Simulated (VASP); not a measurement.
# Cu (Fm-3m) in VASP: notebook, part 2 of 3

VASP 6.6.1. Earlier steps stand in the parts before.

**3. Relaxation of cell and atoms, HF**

This run uses another cell than the first one, of 11.81 Å³/atom.

POSCAR reads:

```
Cu
1.0
    0.0000000000      1.8075000000      1.8075000000
    1.8075000000      0.0000000000      1.8075000000
    1.8075000000      1.8075000000      0.0000000000
Cu
1
Direct
    0.0000000000      0.0000000000      0.0000000000
```

INCAR.step1 reads:

```
ALGO = Normal
EDIFF = 1E-5
EDIFFG = -0.005
ENCUT = 600
GGA = PE
GGA_COMPAT = F
IBRION = 2
ISIF = 3
ISMEAR = -1
LASPH = T
LCHARG = F
LREAL = F
LWAVE = T
NBANDS = 12
NELM = 120
NELMIN = 4
NSW = 100
PREC = Accurate
SIGMA = 0.05
```

INCAR.step2 reads:

```
AEXX = 1.0
AGGAC = 0.0
ALDAC = 0.0
ALGO = Normal
EDIFF = 1E-7
EDIFFG = -0.01
ENCUT = 600
GGA = PE
GGA_COMPAT = F
IBRION = 2
ISIF = 3
ISMEAR = -1
ISTART = 1
LASPH = T
LCHARG = F
LHFCALC = T
LREAL = F
LWAVE = F
NELM = 120
NELMIN = 4
NSW = 60
PREC = Accurate
PRECFOCK = Normal
SIGMA = 0.05
```

KPOINTS reads:

```
k-points
0
Gamma
  7 7 7
```

Potentials or basis: VASP PAW PBE potentials, release 64 (Cu).

Started as:

```
$ cat potpaw_PBE.64/Cu/POTCAR > POTCAR
$ cp INCAR.step1 INCAR
$ mpirun -np 1 vasp_std > vasp.out
$ cp INCAR.step2 INCAR
$ mpirun -np 1 vasp_std > vasp.out
```

Run time: 23 min. Hardware: 1 thread of Intel Xeon Platinum 8488C (Sapphire Rapids), shared host; peak memory 0.14 GiB.

Results (log left out):

```yaml
Free_energy: -3.9575 eV
Relaxed_volume: 15.17 Å³/atom
Relaxed_cell: a = 2.778 Å, b = 2.778 Å, c = 2.778 Å, α = 60.00°, β = 60.00°, γ = 60.00°
Space_group_after_relaxing_to_0.1_Å: Fm-3m (No. 225)
Energy_gained_by_relaxing: 194.1 meV/atom
Ionic_steps: 3
Pressure_after_relaxing: 0.0 GPa
Band_gap_on_the_k_mesh: zero (an odd number of electrons rules out a gap without spin polarisation)
```

Step by step:
| step | energy change (eV) | largest force (eV/Å) | pressure (GPa) | volume (Å³) |
| --- | --- | --- | --- | --- |
| 1 | 0.0000 | 0.0000 | 23.69 | 11.81 |
| 2 | -0.1939 | 0.0000 | 0.33 | 15.05 |
| 3 | -0.1941 | 0.0000 | 0.04 | 15.17 |

Final structure:
```yaml
crystal:
  lattice:
    - [0.00000, 1.96462, 1.96462]
    - [1.96462, 0.00000, 1.96462]
    - [1.96462, 1.96462, 0.00000]
  atoms:
    - { symbol: Cu, position: [0.00000, 0.00000, 0.00000] }
```

Levels at points of the mesh, in eV from the Fermi level:
```
           k point  band 2  band 3  band 4  band 5  band 6  band 7  band 8  band 9
(0.00, 0.00, 0.00)  -12.11  -12.11  -12.11  -11.56  -11.56   24.66   26.73   26.73
```

Caveat: the k points lie up to 0.40 Å⁻¹ apart in the final cell, too coarse for converged energies and pressures of a metal; the volume moved by over 15 % at a fixed basis, so the end points are rough; the PAW data sets were made with another functional, which shifts forces and pressure a little. Zero-point motion and thermal expansion aren't in these numbers.

**4. Single point, r2SCAN**

This run uses another cell than the first one, of 11.81 Å³/atom.

POSCAR is that of step 3.

INCAR.step1 reads:

```
PREC = Accurate
ENCUT = 900
ISMEAR = -1
SIGMA = 0.05
LREAL = False
LASPH = True
NELM = 120
NBANDS = 16
GGA = PE
ALGO = Normal
EDIFF = 1E-5
LWAVE = True
LCHARG = False
GGA_COMPAT = False
```

INCAR.step2 reads:

```
PREC = Accurate
ENCUT = 900
EDIFF = 1E-6
ISMEAR = -1
SIGMA = 0.05
LREAL = False
LASPH = True
NELM = 120
ALGO = Normal
ISIF = 2
LWAVE = False
LCHARG = False
METAGGA = R2SCAN
LMIXTAU = True
NBANDS = 16
ISTART = 1
GGA_COMPAT = False
```

KPOINTS reads:

```
Automatic mesh
0
Gamma
  7 7 7
```

Potentials or basis: VASP PAW PBE potentials, release 64 (Cu_sv_GW).

Started as:

```
$ cat potpaw_PBE.64/Cu_sv_GW/POTCAR > POTCAR
$ cp INCAR.step1 INCAR
$ mpirun -np 1 vasp_std > vasp.out
$ cp INCAR.step2 INCAR
$ mpirun -np 1 vasp_std > vasp.out
```

OUTCAR:

```text
PREC = Accurate
   ENCUT = 900
   EDIFF = 1E-6
   ISMEAR = -1
   LREAL = False
   LASPH = True
   NELM = 120
   ISIF = 2
   METAGGA = R2SCAN
   ISTART = 1

 ion  position               nearest neighbor table
   1  0.000  0.000  0.000-

  LATTYP: Found a face centered cubic cell.
 ALAT       =     3.6150000000

  Lattice vectors:

 A1 = (   0.0000000000,   1.8075000000,   1.8075000000)
 A2 = (   1.8075000000,   0.0000000000,   1.8075000000)
 A3 = (   1.8075000000,   1.8075000000,   0.0000000000)

Analysis of symmetry for initial positions (statically):
=====================================================================
 Subroutine PRICEL returns:
 Original cell was already a primitive cell.

 Routine SETGRP: Setting up the symmetry group for a
 face centered cubic supercell.

 Subroutine GETGRP returns: Found 48 space group operations
 (whereof 48 operations were pure point group operations)
 out of a pool of 48 trial point group operations.

The static configuration has the point symmetry O_h .

Analysis of symmetry for dynamics (positions and initial velocities):
=====================================================================
 Subroutine PRICEL returns:
 Original cell was already a primitive cell.

 Routine SETGRP: Setting up the symmetry group for a
 face centered cubic supercell.

 Subroutine GETGRP returns: Found 48 space group operations
 (whereof 48 operations were pure point group operations)
 out of a pool of 48 trial point group operations.

The dynamic configuration has the point symmetry O_h .

 Subroutine INISYM returns: Found 48 space group operations
 (whereof 48 operations are pure point group operations),
 and found     1 'primitive' translations

[... 98 lines left out ...]
   NELECT =      19.0000    total number of electrons
   NUPDOWN=      -1.0000    fix difference up-down
   EMIN   =  10.00;   EMAX   =-10.00  energy-range for DOS
   EFERMI =   0.00;   METHOD = LEGACY
   ISMEAR =    -1;   SIGMA  =   0.05  broadening in eV -4-tet -1-fermi 0-gaus
   EFERMI_NEDOS =   21; number of points for ismear=-14 and -15
   IALGO  =     38    algorithm
   IMIX   =      4    mixing-type and parameters
     AMIX     =   0.40;   BMIX     =  1.00
     AMIX_MAG =   1.60;   BMIX_MAG =  1.00
  volume/ion in A,a.u.               =      11.81        79.70
  Fermi-wavevector in a.u.,A,eV,Ry     =   1.918246  3.624960 50.064940  3.679669
  Thomas-Fermi vector in A             =   2.953290
   LORBIT       =      0    0 simple, 1 ext, 2 COOP (PROOUT), +10 PAW based schemes
   METAGGA = R2SCAN    functional components
   LHFCALC =     F    Hartree Fock is set to
   AEXX    =    0.0000 exact exchange contribution
   IVDW    =     0    specifies the selected vdW correction
   LEPSILON=     F    determine dielectric tensor
   LRPA    =     F    only Hartree local field effects (RPA)
 non-spin polarized calculation
  energy-cutoff  :      900.00
  volume of cell :       11.81
 maximum number of plane-waves:       739
 NGX is ok and might be reduce to    28
   NGX = 13   NGY = 13   NGZ = 13

 number of electron      18.9999997 magnetization

 Free energy of the ion-electron system (eV)
  ---------------------------------------------------
  ext. energy  EPLUGINS =         0.00000000
  ---------------------------------------------------
  free energy    TOTEN  =       -10.94153204 eV

  energy without entropy =      -10.94033785  energy(sigma->0) =      -10.94093494

 E-fermi :   7.5625     XC(G=0): -14.4522

 val. band max:        6.8189306293   @ k =   0.4286   0.2857   0.0000
 cond. band min:       7.5794346394   @ k =   0.4286   0.4286   0.0000
 fundamental gap:      0.7605040101
 Fermi energy:         7.5625403586

 k-point     1 :       0.0000    0.0000    0.0000
  band No.  band energies     occupation
      1    -109.0486      2.00000
      2     -64.8223      2.00000
      3     -64.8223      2.00000
      4     -64.8223      2.00000
      5      -2.3167      2.00000
      6       4.2924      2.00000
[... 357 lines left out ...]
      3     -64.8930      2.00000
      4     -64.8594      2.00000
      5       3.1504      2.00000
      6       3.4434      2.00000
[... 8 lines left out ...]
     15      39.1812      0.00000
     16      39.4999      0.00000

------------------------ aborting loop because EDIFF is reached ----------------------------------------

  FORCE on cell =-STRESS in cart. coord.  units (eV):
  Direction    XX          YY          ZZ          XY          YZ          ZX
  --------------------------------------------------------------------------------------
  -------------------------------------------------------------------------------------
  Total       -0.3608666     -0.3608666     -0.3608666      0.0000000      0.0000000      0.0000000
  in kB      -48.9544654    -48.9544654    -48.9544654      0.0000000      0.0000000      0.0000000
  external PRESSURE =     -48.9544654 kB  Pullay stress =       0.0000000 kB

 VOLUME and BASIS-vectors are now :
 -----------------------------------------------------------------------------
  energy-cutoff  :      900.00
  volume of cell :       11.81
      direct lattice vectors                 reciprocal lattice vectors
     0.000000000  1.807500000  1.807500000    -0.276625173  0.276625173  0.276625173
     1.807500000  0.000000000  1.807500000     0.276625173 -0.276625173  0.276625173
     1.807500000  1.807500000  0.000000000     0.276625173  0.276625173 -0.276625173

 POSITION                                       TOTAL-FORCE (eV/Angst)
 -----------------------------------------------------------------------------------
      0.00000      0.00000      0.00000        -0.000000      0.000000     -0.000000
 -----------------------------------------------------------------------------------
    total drift:                               -0.000000     -0.000000     -0.000000

  FREE ENERGIE OF THE ION-ELECTRON SYSTEM (eV)
  ---------------------------------------------------
  free  energy   TOTEN  =       -10.9415320356 eV

  energy  without entropy=      -10.9403378534  energy(sigma->0) =      -10.94093494
```

OUTCAR.step1:

```text
PREC = Accurate
   ENCUT = 900
   ISMEAR = -1
   LREAL = False
   LASPH = True
   NELM = 120
[... 588 lines left out ...]
 POSITION                                       TOTAL-FORCE (eV/Angst)
 -----------------------------------------------------------------------------------
      0.00000      0.00000      0.00000         0.000000      0.000000     -0.000000
 -----------------------------------------------------------------------------------
    total drift:                               -0.000000     -0.000000      0.000000

  FREE ENERGIE OF THE ION-ELECTRON SYSTEM (eV)
  ---------------------------------------------------
  free  energy   TOTEN  =        -3.8373754351 eV

  energy  without entropy=       -3.8361831255  energy(sigma->0) =       -3.83677928
```

OSZICAR.step1:

```text
N       E                     dE             d eps       ncg     rms          rms(c)
DAV:   1     0.255397440736E+03    0.25540E+03   -0.15349E+04   840   0.521E+03
DAV:   2     0.784053988645E+01   -0.24756E+03   -0.23587E+03   960   0.101E+03
DAV:   3    -0.445301821384E+01   -0.12294E+02   -0.12283E+02   872   0.211E+02
DAV:   4    -0.464816798164E+01   -0.19515E+00   -0.19514E+00   888   0.180E+01
DAV:   5    -0.466064110251E+01   -0.12473E-01   -0.12473E-01   936   0.541E+00    0.822E+00
DAV:   6    -0.442263684349E+01    0.23800E+00   -0.56645E+00   920   0.193E+02    0.559E+00
DAV:   7    -0.385075603785E+01    0.57188E+00   -0.18556E+00   728   0.106E+02    0.163E+00
DAV:   8    -0.383801892797E+01    0.12737E-01   -0.30299E-02  1016   0.416E+00    0.338E-01
DAV:   9    -0.383749203296E+01    0.52690E-03   -0.30450E-03   984   0.406E+00    0.942E-02
DAV:  10    -0.383737603023E+01    0.11600E-03   -0.18847E-04  1032   0.101E+00    0.779E-03
DAV:  11    -0.383737543514E+01    0.59509E-06   -0.93366E-07   472   0.290E-02
   1 F= -.38373754E+01 E0= -.38367793E+01  d E =-.119231E-02
```

Wall time 90 s (1 thread of AMD EPYC 7R13 (Zen 3), shared host); peak memory 0.15 GiB.

What came out:

```
Free energy            : -10.9415 eV
Pressure               : -4.9 GPa
Band gap on the k mesh : zero (an odd number of electrons rules out a gap without spin polarisation)
```

Levels at points of the mesh, in eV from the Fermi level:
```
           k point  band 7  band 8  band 9  band 10  band 11  band 12  band 13  band 14
(0.00, 0.00, 0.00)   -3.27   -3.27   -2.45    -2.45    23.20    26.17    26.17    26.17
```

Caveat: the k points lie up to 0.43 Å⁻¹ apart, too coarse for converged energies and pressures of a metal; the PAW data sets were made with another functional, which shifts forces and pressure a little.

[end of part 2 of 3]

The gap in the log of VASP goes by the Fermi energy; the results here count the filled bands.